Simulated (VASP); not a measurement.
# VCd (P4/mmm) in VASP: notebook

The runs below take VCd through single point, relaxation of cell and atoms, with PBE.

Everything below comes from runs of VASP 6.6.1. Logs are shortened: lines on timing, memory, paths and dates and some standing lists are left out, and cuts for length are marked.

### Step 1. The cell of the first run

The structure is tetragonal, space group P4/mmm (No. 123). Conventional cell: a = 2.752 Å, b = 2.752 Å, c = 4.440 Å, α = 90.00°, β = 90.00°, γ = 90.00°. Within 3.6 Å of V (site symmetry 4/mmm) lie 4 V at 2.75 Å and 8 Cd at 2.95 Å. Cd (site symmetry 4/mmm) has 4 Cd at 2.75 Å and 8 V at 2.95 Å within 3.6 Å.

### Step 2. Single point, PBE

INCAR reads:

```
  PREC = Accurate
  ENCUT = 520
  EDIFF = 1E-7
  ISMEAR = 0
  SIGMA = 0.1
  LREAL = False
  LASPH = True
  NELM = 100
  ALGO = Normal
  ISIF = 2
  LWAVE = False
  LCHARG = False
  GGA = PE
  NBANDS = 20
```

KPOINTS reads:

```
regular mesh
0
Gamma
  14 14 10
```

POSCAR reads:

```
VCd
1.0
    2.7515367287      0.0000000000      0.0000000000
    0.0000000000      2.7515367287      0.0000000000
    0.0000000000      0.0000000000      4.4403036851
V Cd
1 1
Direct
    0.0000000000      0.0000000000      0.0000000000
    0.5000000000      0.5000000000      0.5000000000
```

Potentials or basis: VASP PAW PBE potentials, release 64 (V_sv, Cd).

The run is started by

```bash
cat potpaw_PBE.64/V_sv/POTCAR potpaw_PBE.64/Cd/POTCAR > POTCAR
mpirun -np 1 vasp_std > vasp.out
```

OUTCAR:

```text
PREC = Accurate
   ENCUT = 520
   EDIFF = 1E-7
   ISMEAR = 0
   LREAL = False
   LASPH = True
   NELM = 100
   ISIF = 2
   GGA = PE

 ion  position               nearest neighbor table
   1  0.000  0.000  0.000-   2 2.95   2 2.95   2 2.95   2 2.95   2 2.95   2 2.95   2 2.95   2 2.95

   2  0.500  0.500  0.500-   1 2.95   1 2.95   1 2.95   1 2.95   1 2.95   1 2.95   1 2.95   1 2.95

  LATTYP: Found a simple tetragonal cell.
 ALAT       =     2.7515367287
 C/A-ratio  =     1.6137541029

  Lattice vectors:

 A1 = (   2.7515367287,   0.0000000000,   0.0000000000)
 A2 = (   0.0000000000,   2.7515367287,   0.0000000000)
 A3 = (   0.0000000000,   0.0000000000,   4.4403036851)

Analysis of symmetry for initial positions (statically):
=====================================================================
 Subroutine PRICEL returns:
 Original cell was already a primitive cell.

 Routine SETGRP: Setting up the symmetry group for a
 simple tetragonal supercell.

 Subroutine GETGRP returns: Found 16 space group operations
 (whereof 16 operations were pure point group operations)
 out of a pool of 16 trial point group operations.

The static configuration has the point symmetry D_4h.

Analysis of symmetry for dynamics (positions and initial velocities):
=====================================================================
 Subroutine PRICEL returns:
 Original cell was already a primitive cell.

 Routine SETGRP: Setting up the symmetry group for a
 simple tetragonal supercell.

 Subroutine GETGRP returns: Found 16 space group operations
 (whereof 16 operations were pure point group operations)
 out of a pool of 16 trial point group operations.

The dynamic configuration has the point symmetry D_4h.

 Subroutine INISYM returns: Found 16 space group operations
 (whereof 16 operations are pure point group operations),
 and found     1 'primitive' translations

----------------------------------------------------------------------------------------

                                     Primitive cell

  volume of cell :      33.6173

  direct lattice vectors                    reciprocal lattice vectors
     2.751536729  0.000000000  0.000000000     0.363433273  0.000000000  0.000000000
     0.000000000  2.751536729  0.000000000     0.000000000  0.363433273  0.000000000
     0.000000000  0.000000000  4.440303685     0.000000000  0.000000000  0.225209821

  length of vectors
     2.751536729  2.751536729  4.440303685     0.363433273  0.363433273  0.225209821

  position of ions in fractional coordinates (direct lattice)
     0.000000000  0.000000000  0.000000000
     0.500000000  0.500000000  0.500000000

  ion indices of the primitive-cell ions
   primitive index   ion index
                 1           1
                 2           2

----------------------------------------------------------------------------------------

 KPOINTS: regular mesh

Automatic generation of k-mesh.
 Grid dimensions read from file:
 generate k-points for:   14   14   10

 Generating k-lattice:

  Cartesian coordinates                     Fractional coordinates (reciprocal lattice)
     0.025959520  0.000000000  0.000000000     0.071428571  0.000000000  0.000000000
     0.000000000  0.025959520  0.000000000     0.000000000  0.071428571  0.000000000
     0.000000000  0.000000000  0.022520982     0.000000000  0.000000000  0.100000000

  Length of vectors
     0.025959520  0.025959520  0.022520982

  Shift w.r.t. Gamma in fractional coordinates (k-lattice)
     0.000000000  0.000000000  0.000000000

 Subroutine IBZKPT returns following result:
 ===========================================

 Found    216 irreducible k-points:

 Following reciprocal coordinates:
            Coordinates               Weight
  0.000000  0.000000  0.000000      1.000000
  0.071429  0.000000  0.000000      4.000000
  0.142857  0.000000  0.000000      4.000000
  0.214286  0.000000  0.000000      4.000000
  0.285714  0.000000  0.000000      4.000000
  0.357143  0.000000  0.000000      4.000000
[... 16 lines left out ...]
  0.285714  0.214286  0.000000      8.000000
  0.357143  0.214286  0.000000      8.000000
 [... further k-points ...]
   k-points           NKPTS =    216   k-points in BZ     NKDIM =    216   number of bands    NBANDS=     20
   number of dos      NEDOS =    301   number of ions     NIONS =      2
   total plane-waves  NPLWV =  14400
   dimension x,y,z NGX =    20 NGY =   20 NGZ =   36
   dimension x,y,z NGXF=    40 NGYF=   40 NGZF=   72
   ions per type =               1   1
   NGX,Y,Z   is equivalent  to a cutoff of  12.08, 12.08, 13.48 a.u.
   NGXF,Y,Z  is equivalent  to a cutoff of  24.17, 24.17, 26.96 a.u.
 SYSTEM =  unknown system
   PREC   = accura    normal or accurate (medium, high low for compatibility)
   ISTART =      0    job   : 0-new  1-cont  2-samecut
   ICHARG =      2    charge: 1-file 2-atom 10-const
   ISPIN  =      1    spin polarized calculation?
   LNONCOLLINEAR =      F non collinear calculations
   LSORBIT =      F    spin-orbit coupling
   LASPH  =      T    aspherical Exc in radial PAW
   ENCUT  =  520.0 eV  38.22 Ry    6.18 a.u.   5.12  5.12  8.26*2*pi/ulx,y,z
   NELM   =    100;   NELMIN=  2; NELMDL= -5     # of ELM steps
   EDIFF  = 0.1E-06   stopping-criterion for ELM
   LREAL  =      F    real-space projection
   EDIFFG = 0.1E-05   stopping-criterion for IOM
   NSW    =      0    number of steps for IOM
   IBRION =     -1    ionic relax: 0-MD 1-quasi-New 2-CG
   NFREE  =      0    steps in history (QN), initial steepest desc. (CG)
   ISIF   =      2    stress and relaxation
   ISYM   =      2    0-nonsym 1-usesym 2-fastsym
   POTIM  = 0.5000    time-step for ionic-motion
   TEBEG  =    0.0;   TEEND  =   0.0 temperature during run
   PSTRESS=    0.0 pullay stress
   NELECT =      25.0000    total number of electrons
   NUPDOWN=      -1.0000    fix difference up-down
   EMIN   =  10.00;   EMAX   =-10.00  energy-range for DOS
   EFERMI =   0.00;   METHOD = LEGACY
   ISMEAR =     0;   SIGMA  =   0.10  broadening in eV -4-tet -1-fermi 0-gaus
   EFERMI_NEDOS =   21; number of points for ismear=-14 and -15
   IALGO  =     38    algorithm
   IMIX   =      4    mixing-type and parameters
     AMIX     =   0.40;   BMIX     =  1.00
     AMIX_MAG =   1.60;   BMIX_MAG =  1.00
  volume/ion in A,a.u.               =      16.81       113.43
  Fermi-wavevector in a.u.,A,eV,Ry     =   1.483202  2.802846 29.931309  2.199889
  Thomas-Fermi vector in A             =   2.596893
   LORBIT       =      0    0 simple, 1 ext, 2 COOP (PROOUT), +10 PAW based schemes
   GGA     = PE    functional components
   LHFCALC =     F    Hartree Fock is set to
   AEXX    =    0.0000 exact exchange contribution
   IVDW    =     0    specifies the selected vdW correction
   LEPSILON=     F    determine dielectric tensor
   LRPA    =     F    only Hartree local field effects (RPA)
 non-spin polarized calculation
 Gauss-broadening in eV      SIGMA  =   0.10
  energy-cutoff  :      520.00
  volume of cell :       33.62
 maximum number of plane-waves:       926
   NGX = 11   NGY = 11   NGZ = 17

 number of electron      25.0000006 magnetization

 Free energy of the ion-electron system (eV)
  ---------------------------------------------------
  ext. energy  EPLUGINS =         0.00000000
  ---------------------------------------------------
  free energy    TOTEN  =        -8.98606953 eV

  energy without entropy =       -8.97828364  energy(sigma->0) =       -8.98217658

 E-fermi :   5.7914     XC(G=0): -12.0789

 val. band max:        5.7896217845   @ k =   0.2857   0.2143   0.0000
 cond. band min:       5.7929755302   @ k =   0.1429   0.1429   0.5000
 fundamental gap:      0.0033537458
 Fermi energy:         5.7914374501

 k-point     1 :       0.0000    0.0000    0.0000
  band No.  band energies     occupation
      1     -58.3469      2.00000
      2     -32.2790      2.00000
      3     -31.9427      2.00000
      4     -31.9427      2.00000
      5      -4.1039      2.00000
      6      -3.6974      2.00000
[... 12 lines left out ...]
     19      17.5409      0.00000
     20      22.1141      0.00000

 k-point     2 :       0.0714    0.0000    0.0000
  band No.  band energies     occupation
      1     -58.3448      2.00000
      2     -32.2771      2.00000
      3     -31.9607      2.00000
      4     -31.9412      2.00000
      5      -4.0594      2.00000
      6      -3.6304      2.00000
[... 12 lines left out ...]
     19      17.7272      0.00000
     20      21.9950      0.00000

 k-point     3 :       0.1429    0.0000    0.0000
  band No.  band energies     occupation
      1     -58.3389      2.00000
      2     -32.2716      2.00000
      3     -32.0110      2.00000
      4     -31.9370      2.00000
      5      -3.9654      2.00000
      6      -3.4238      2.00000
[... 12 lines left out ...]
     19      18.2678      0.00000
     20      21.3422      0.00000

 k-point     4 :       0.2143    0.0000    0.0000
  band No.  band energies     occupation
      1     -58.3304      2.00000
      2     -32.2638      2.00000
      3     -32.0830      2.00000
      4     -31.9309      2.00000
      5      -3.8694      2.00000
      6      -3.1239      2.00000
[... 12 lines left out ...]
     19      19.1183      0.00000
     20      20.0264      0.00000

 k-point     5 :       0.2857    0.0000    0.0000
  band No.  band energies     occupation
      1     -58.3209      2.00000
      2     -32.2551      2.00000
      3     -32.1623      2.00000
      4     -31.9241      2.00000
      5      -3.7829      2.00000
      6      -2.9955      2.00000
[... 12 lines left out ...]
     19      18.4318      0.00000
     20      18.9835      0.00000
[... 353 lines left out ...]
      6      -3.2994      2.00000
[... 12 lines left out ...]
     19      14.1066      0.00000
     20      15.1923      0.00000

 k-point    22 :       0.2143    0.2143    0.0000
  band No.  band energies     occupation
      1     -58.3140      2.00000
      2     -32.2487      2.00000
      3     -32.0730      2.00000
      4     -32.0645      2.00000
      5      -3.2653      2.00000
      6      -3.0225      2.00000
[... 12 lines left out ...]
     19      14.4829      0.00000
     20      20.2500      0.00000

 k-point    23 :       0.2857    0.2143    0.0000
  band No.  band energies     occupation
      1     -58.3047      2.00000
      2     -32.2400      2.00000
      3     -32.1469      2.00000
      4     -32.0604      2.00000
      5      -3.1127      2.00000
      6      -2.9561      2.00000
[... 12 lines left out ...]
     19      14.8541      0.00000
     20      18.7906      0.00000

 k-point    24 :       0.3571    0.2143    0.0000
  band No.  band energies     occupation
      1     -58.2962      2.00000
      2     -32.2321      2.00000
      3     -32.2165      2.00000
      4     -32.0531      2.00000
      5      -3.1497      2.00000
      6      -3.1470      2.00000
[... 12 lines left out ...]
     19      15.7367      0.00000
     20      17.1915      0.00000

 [... further k-points ...]
[... 5 lines left out ...]
  --------------------------------------------------------------------------------------
  -------------------------------------------------------------------------------------
  Total        0.1501150      0.1501150      0.1179776      0.0000000     -0.0000000      0.0000000
  in kB        7.1543677      7.1543677      5.6227257      0.0000000     -0.0000000      0.0000000
  external PRESSURE =       6.6438204 kB  Pullay stress =       0.0000000 kB

 VOLUME and BASIS-vectors are now :
 -----------------------------------------------------------------------------
  energy-cutoff  :      520.00
  volume of cell :       33.62
      direct lattice vectors                 reciprocal lattice vectors
     2.751536729  0.000000000  0.000000000     0.363433273  0.000000000  0.000000000
     0.000000000  2.751536729  0.000000000     0.000000000  0.363433273  0.000000000
     0.000000000  0.000000000  4.440303685     0.000000000  0.000000000  0.225209821

 POSITION                                       TOTAL-FORCE (eV/Angst)
 -----------------------------------------------------------------------------------
      0.00000      0.00000      0.00000         0.000000      0.000000      0.000000
      1.37577      1.37577      2.22015         0.000000      0.000000      0.000000
 -----------------------------------------------------------------------------------
    total drift:                               -0.000000      0.000000      0.000000

  FREE ENERGIE OF THE ION-ELECTRON SYSTEM (eV)
  ---------------------------------------------------
  free  energy   TOTEN  =        -8.9860695292 eV

  energy  without entropy=       -8.9782836408  energy(sigma->0) =       -8.98217658
```

It took 82 s on 1 thread of Intel Xeon Platinum 8488C (Sapphire Rapids), shared host; peak memory 0.25 GiB.

Results:

| Item | Value |
| --- | --- |
| Free energy | -8.9861 eV |
| Pressure | 0.7 GPa |

### Step 3. Relaxation of cell and atoms, PBE

This run uses another cell than the first one, of 16.91 Å³/atom, 1.006 times its volume.

INCAR reads:

```
SYSTEM = VCd
PREC = Accurate
ENCUT = 600
EDIFF = 1E-6
ISMEAR = 0
SIGMA = 0.1
LREAL = .FALSE.
LASPH = .TRUE.
NELM = 100
ALGO = Normal
ISIF = 3
LWAVE = .FALSE.
LCHARG = .FALSE.
GGA = PE
IBRION = 2
NSW = 100
EDIFFG = -0.01
```

KPOINTS reads:

```
Automatic mesh
0
G
  14 14 10
  0 0 0
```

POSCAR reads:

```
VCd
1.0
    2.9187246573      0.0000000000      0.0000000000
    0.0000000000      2.9187246573      0.0000000000
    0.0000000000      0.0000000000      3.9694655339
V Cd
1 1
Direct
    0.0000000000      0.0000000000      0.0000000000
    0.5000000000      0.5000000000      0.5000000000
```

Potentials or basis: VASP PAW PBE potentials, release 64 (V_sv, Cd).

The run is started by

```bash
cat potpaw_PBE.64/V_sv/POTCAR potpaw_PBE.64/Cd/POTCAR > POTCAR
mpirun -np 1 vasp_std > vasp.out
```

Wall time 6.4 min (1 thread of Intel Xeon Platinum 8488C (Sapphire Rapids), shared host); peak memory 0.28 GiB.

Results (log left out):

* Free energy: -8.9868 eV
* Relaxed volume: 16.89 Å³/atom
* Relaxed cell: a = 2.757 Å, b = 2.757 Å, c = 4.443 Å, α = 90.00°, β = 90.00°, γ = 90.00°
* Space group after relaxing (to 0.05 Å): P4/mmm (No. 123)
* Energy gained by relaxing: 51.9 meV/atom
* Ionic steps: 10
* Pressure after relaxing: 0.0 GPa

The path:
| step | energy change (eV) | largest force (eV/Å) | pressure (GPa) | volume (Å³) |
| --- | --- | --- | --- | --- |
| 1 | 0.0000 | 0.0000 | 0.09 | 33.82 |
| 2 | -0.0302 | 0.0000 | -0.15 | 33.85 |
| 3 | -0.0958 | 0.0000 | -0.17 | 33.79 |
| 4 | 0.1281 | 0.0000 | 5.75 | 33.04 |
| 5 | -0.1032 | 0.0000 | 0.08 | 33.74 |
| 6 | -0.1038 | 0.0000 | 0.25 | 33.72 |
| 7 | -0.1038 | 0.0000 | 0.17 | 33.73 |
| 8 | -0.1037 | 0.0000 | -0.36 | 33.88 |
| 9 | -0.1038 | 0.0000 | -0.01 | 33.78 |
| 10 | -0.1039 | 0.0000 | 0.03 | 33.77 |

Final structure:
```
CELL_PARAMETERS angstrom
2.75701 0.00000 0.00000
0.00000 2.75701 0.00000
0.00000 0.00000 4.44315
ATOMIC_POSITIONS crystal
V 0.00000 0.00000 0.00000
Cd 0.50000 0.50000 0.50000
```

Levels at points of the mesh, in eV from the Fermi level:
```csv
k point,band 10,band 11,band 12,band 13,band 14,band 15,band 16
"(0.00, 0.00, 0.00)",-7.77,-1.47,-1.14,-0.44,1.53,1.53,2.29
"(0.50, 0.00, 0.00)",-3.44,-2.09,-1.66,-0.79,1.07,1.60,3.29
"(0.50, 0.50, 0.00)",-1.89,0.15,0.15,0.96,1.54,1.54,3.03
"(0.00, 0.00, 0.50)",-6.64,-5.08,-1.21,-0.42,1.29,1.29,2.28
"(0.50, 0.00, 0.50)",-2.74,-1.74,-0.98,-0.42,1.05,1.17,1.66
"(0.50, 0.50, 0.50)",-2.21,-1.32,-1.32,1.00,3.03,5.25,5.25
```
